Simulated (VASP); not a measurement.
Input of a VASP 6.6.1 run:

File INCAR:

```
ALGO = Normal
EDIFF = 1E-7
EDIFFG = -0.001
ENCUT = 600
GGA = PE
GGA_COMPAT = False
IBRION = 2
ISIF = 3
ISMEAR = 0
LASPH = True
LCHARG = False
LMAXMIX = 6
LREAL = False
LWAVE = False
NELM = 200
NELMIN = 4
NSW = 80
PREC = Accurate
SIGMA = 0.1
```

File KPOINTS:

```
k-points
0
Gamma
  10 10 4
```

File POSCAR:

```
DyMgF
1.0
    3.4910338943      0.0000000000      0.0000000000
    0.0000000000      3.4910338943      0.0000000000
    0.0000000000      0.0000000000     10.3439256866
Dy Mg F
2 2 2
Direct
    0.0000000000      0.5000000000      0.3778108790
    0.5000000000      0.0000000000      0.6221891210
    0.0000000000      0.5000000000      0.8841791405
    0.5000000000      0.0000000000      0.1158208595
    0.0000000000      0.0000000000      0.0000000000
    0.5000000000      0.5000000000      0.0000000000
```

Potentials or basis: VASP PAW PBE potentials, release 64 (Dy_3, Mg, F), 4f in core.

The run is started by

```console
$ cat potpaw_PBE.64/Dy_3/POTCAR potpaw_PBE.64/Mg/POTCAR potpaw_PBE.64/F/POTCAR > POTCAR
$ mpirun -np 1 vasp_std > vasp.out
```

(1) What does it give for the relaxed cell?

(2) Estimate the band gap on the k mesh.

(3) What does it give for the space group after relaxing (to 0.1 Å)?

## Answers

(1) a = 3.490 Å, b = 3.490 Å, c = 10.338 Å, α = 90.00°, β = 90.00°, γ = 90.00°.

(2) zero (bands 18 and 19 overlap by 0.60 eV).

(3) P4/nmm (No. 129).

Caveat: spin-orbit coupling is left out, which moves the levels of the heavy elements; the 4f electrons are frozen in the core, so they carry no moment and show no levels; the run has no spin polarisation, though such a crystal can be magnetic.
